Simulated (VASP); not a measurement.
# GaAs (F-43m) in VASP: settings compared, part 2 of 2

VASP 6.6.1. The steps go on from the part before.

## (3) Relaxation of cell and atoms, PBE

Contents of INCAR:

```
SYSTEM = GaAs
ALGO = Normal
EDIFF = 1E-6
EDIFFG = -0.01
ENCUT = 600
GGA = PE
IBRION = 2
ISIF = 3
ISMEAR = 0
LASPH = .TRUE.
LCHARG = .FALSE.
LREAL = .FALSE.
LWAVE = .FALSE.
NELM = 100
NSW = 100
PREC = Accurate
SIGMA = 0.01
```

Contents of KPOINTS:

```
k-points
0
G
  10 10 10
  0 0 0
```

Contents of POSCAR:

```
GaAs
1.0
    0.0000000000      2.8724896906      2.8724896906
    2.8724896906      0.0000000000      2.8724896906
    2.8724896906      2.8724896906      0.0000000000
Ga As
1 1
Direct
    0.7500000000      0.7500000000      0.7500000000
    0.5000000000      0.5000000000      0.5000000000
```

Potentials or basis: VASP PAW PBE potentials, release 64 (Ga_d, As).

Started as:

```
cat potpaw_PBE.64/Ga_d/POTCAR potpaw_PBE.64/As/POTCAR > POTCAR
mpirun -np 1 vasp_std > vasp.out
```

OUTCAR:

```text
SYSTEM = GaAs
   EDIFF = 1E-6
   EDIFFG = -0.01
   ENCUT = 600
   GGA = PE
   IBRION = 2
   ISIF = 3
   ISMEAR = 0
   LASPH = .TRUE.
   LREAL = .FALSE.
   NELM = 100
   NSW = 100
   PREC = Accurate

 ion  position               nearest neighbor table
   1  0.750  0.750  0.750-   2 2.49   2 2.49   2 2.49   2 2.49
   2  0.500  0.500  0.500-   1 2.49   1 2.49   1 2.49   1 2.49

  LATTYP: Found a face centered cubic cell.
 ALAT       =     5.7449793812

  Lattice vectors:

 A1 = (   0.0000000000,   2.8724896906,   2.8724896906)
 A2 = (   2.8724896906,   0.0000000000,   2.8724896906)
 A3 = (   2.8724896906,   2.8724896906,   0.0000000000)

Analysis of symmetry for initial positions (statically):
=====================================================================
 Subroutine PRICEL returns:
 Original cell was already a primitive cell.

 Routine SETGRP: Setting up the symmetry group for a
 face centered cubic supercell.

 Subroutine GETGRP returns: Found 24 space group operations
 (whereof 24 operations were pure point group operations)
 out of a pool of 48 trial point group operations.

The static configuration has the point symmetry T_d .

Analysis of symmetry for dynamics (positions and initial velocities):
=====================================================================
 Subroutine PRICEL returns:
 Original cell was already a primitive cell.

 Routine SETGRP: Setting up the symmetry group for a
 face centered cubic supercell.

 Subroutine GETGRP returns: Found 24 space group operations
 (whereof 24 operations were pure point group operations)
 out of a pool of 48 trial point group operations.

The dynamic configuration has the point symmetry T_d .

 Subroutine INISYM returns: Found 24 space group operations
 (whereof 24 operations are pure point group operations),
 and found     1 'primitive' translations

----------------------------------------------------------------------------------------

                                     Primitive cell

  volume of cell :      47.4030

  direct lattice vectors                    reciprocal lattice vectors
     0.000000000  2.872489691  2.872489691    -0.174065029  0.174065029  0.174065029
     2.872489691  0.000000000  2.872489691     0.174065029 -0.174065029  0.174065029
     2.872489691  2.872489691  0.000000000     0.174065029  0.174065029 -0.174065029

  length of vectors
     4.062313878  4.062313878  4.062313878     0.301489473  0.301489473  0.301489473

  position of ions in fractional coordinates (direct lattice)
     0.750000000  0.750000000  0.750000000
     0.500000000  0.500000000  0.500000000

  ion indices of the primitive-cell ions
   primitive index   ion index
                 1           1
                 2           2

----------------------------------------------------------------------------------------

 KPOINTS: k-points

[... 103 lines left out ...]
 maximum number of plane-waves:      1596
   NGX = 17   NGY = 17   NGZ = 17

--------------------------------------- Ionic step        1  -------------------------------------------

 number of electron      17.9999996 magnetization

 Free energy of the ion-electron system (eV)
  ---------------------------------------------------
  ext. energy  EPLUGINS =         0.00000000
  ---------------------------------------------------
  free energy    TOTEN  =        -8.27506026 eV

  energy without entropy =       -8.27506026  energy(sigma->0) =       -8.27506026

------------------------ aborting loop because EDIFF is reached ----------------------------------------

  FORCE on cell =-STRESS in cart. coord.  units (eV):
  Direction    XX          YY          ZZ          XY          YZ          ZX
  --------------------------------------------------------------------------------------
  -------------------------------------------------------------------------------------
  Total        0.0411960      0.0411960      0.0411960      0.0000000      0.0000000      0.0000000
  in kB        1.3923867      1.3923867      1.3923867      0.0000000      0.0000000      0.0000000
  external PRESSURE =       1.3923867 kB  Pullay stress =       0.0000000 kB

 VOLUME and BASIS-vectors are now :
 -----------------------------------------------------------------------------
  energy-cutoff  :      600.00
  volume of cell :       47.40
      direct lattice vectors                 reciprocal lattice vectors
     0.000000000  2.872489691  2.872489691    -0.174065029  0.174065029  0.174065029
     2.872489691  0.000000000  2.872489691     0.174065029 -0.174065029  0.174065029
     2.872489691  2.872489691  0.000000000     0.174065029  0.174065029 -0.174065029

 POSITION                                       TOTAL-FORCE (eV/Angst)
 -----------------------------------------------------------------------------------
      4.30873      4.30873      4.30873        -0.000000     -0.000000     -0.000000
      2.87249      2.87249      2.87249         0.000000      0.000000      0.000000
 -----------------------------------------------------------------------------------
    total drift:                               -0.000002     -0.000002     -0.000002

  FREE ENERGIE OF THE ION-ELECTRON SYSTEM (eV)
  ---------------------------------------------------
  free  energy   TOTEN  =        -8.2750602602 eV

  energy  without entropy=       -8.2750602602  energy(sigma->0) =       -8.27506026

--------------------------------------- Ionic step        2  -------------------------------------------

 number of electron      17.9999994 magnetization

 Free energy of the ion-electron system (eV)
  ---------------------------------------------------
  ext. energy  EPLUGINS =         0.00000000
  ---------------------------------------------------
  free energy    TOTEN  =        -8.27511353 eV

  energy without entropy =       -8.27511353  energy(sigma->0) =       -8.27511353

 E-fermi :   3.5592     XC(G=0):  -9.3604

 val. band max:        3.4650229119   @ k =   0.0000   0.0000   0.0000
 cond. band min:       3.6080296703   @ k =   0.0000   0.0000   0.0000
 fundamental gap:      0.1430067583
 Fermi energy:         3.5591700192

 k-point     1 :       0.0000    0.0000    0.0000
  band No.  band energies     occupation
      1     -11.2581      2.00000
      2     -11.2581      2.00000
      3     -11.2581      2.00000
      4     -11.1907      2.00000
      5     -11.1907      2.00000
      6      -8.9060      2.00000
      7       3.4650      2.00000
      8       3.4650      2.00000
      9       3.4650      2.00000
     10       3.6080      0.00000
     11       7.1798      0.00000
     12       7.1798      0.00000
     13       7.1798      0.00000
[... 354 lines left out ...]
  band No.  band energies     occupation
      1     -11.3335      2.00000
      2     -11.2278      2.00000
      3     -11.2267      2.00000
      4     -11.2048      2.00000
      5     -11.1825      2.00000
      6      -7.3059      2.00000
      7      -2.0691      2.00000
      8       1.0511      2.00000
      9       1.3663      2.00000
     10       5.3494      0.00000
     11       6.2899      0.00000
     12      10.5348      0.00000
     13      11.1653      0.00000

 [... further k-points ...]
[... 5 lines left out ...]
  --------------------------------------------------------------------------------------
  -------------------------------------------------------------------------------------
  Total       -0.0139850     -0.0139850     -0.0139850      0.0000000      0.0000000      0.0000000
  in kB       -0.4712742     -0.4712742     -0.4712742      0.0000000      0.0000000      0.0000000
  external PRESSURE =      -0.4712742 kB  Pullay stress =       0.0000000 kB

 VOLUME and BASIS-vectors are now :
 -----------------------------------------------------------------------------
  energy-cutoff  :      600.00
  volume of cell :       47.54
      direct lattice vectors                 reciprocal lattice vectors
     0.000000000  2.875344088  2.875344088    -0.173892232  0.173892232  0.173892232
     2.875344088  0.000000000  2.875344088     0.173892232 -0.173892232  0.173892232
     2.875344088  2.875344088  0.000000000     0.173892232  0.173892232 -0.173892232

 POSITION                                       TOTAL-FORCE (eV/Angst)
 -----------------------------------------------------------------------------------
      4.31302      4.31302      4.31302        -0.000000     -0.000000     -0.000000
      2.87534      2.87534      2.87534         0.000000      0.000000      0.000000
 -----------------------------------------------------------------------------------
    total drift:                               -0.000002     -0.000002     -0.000002

  FREE ENERGIE OF THE ION-ELECTRON SYSTEM (eV)
  ---------------------------------------------------
  free  energy   TOTEN  =        -8.2751135292 eV

  energy  without entropy=       -8.2751135292  energy(sigma->0) =       -8.27511353

 reached required accuracy - stopping structural energy minimisation
```

It took 19 s on 1 thread of Intel Xeon 6975P-C (Granite Rapids), shared host; peak memory 0.2 GiB.

What came out:

```
Free energy                            : -8.2751 eV
Relaxed volume                         : 23.77 Å³/atom
Relaxed cell                           : a = 4.066 Å, b = 4.066 Å, c = 4.066 Å, α = 60.00°, β = 60.00°, γ = 60.00°
Space group after relaxing (to 0.05 Å) : F-43m (No. 216)
Energy gained by relaxing              : 0.0 meV/atom
Ionic steps                            : 2
Pressure after relaxing                : 0.0 GPa
Band gap on the k mesh                 : 0.14 eV, direct
```

Final structure:
```
CELL_PARAMETERS angstrom
0.00000 2.87534 2.87534
2.87534 0.00000 2.87534
2.87534 2.87534 0.00000
ATOMIC_POSITIONS crystal
Ga 0.75000 0.75000 0.75000
As 0.50000 0.50000 0.50000
```

Levels at points of the mesh, in eV from the valence-band top:
| k point | band 6 | band 7 | band 8 | band 9 | band 10 | band 11 | band 12 | band 13 |
| --- | --- | --- | --- | --- | --- | --- | --- | --- |
| (0.00, 0.00, 0.00) | -12.37 | 0.00 | 0.00 | 0.00 | 0.14 | 3.71 | 3.71 | 3.71 |
| (0.50, 0.00, 0.00) | -10.76 | -6.37 | -1.07 | -1.07 | 0.86 | 4.62 | 4.62 | 7.70 |
| (0.50, 0.50, 0.00) | -10.09 | -6.59 | -2.50 | -2.50 | 1.56 | 1.68 | 9.77 | 9.77 |
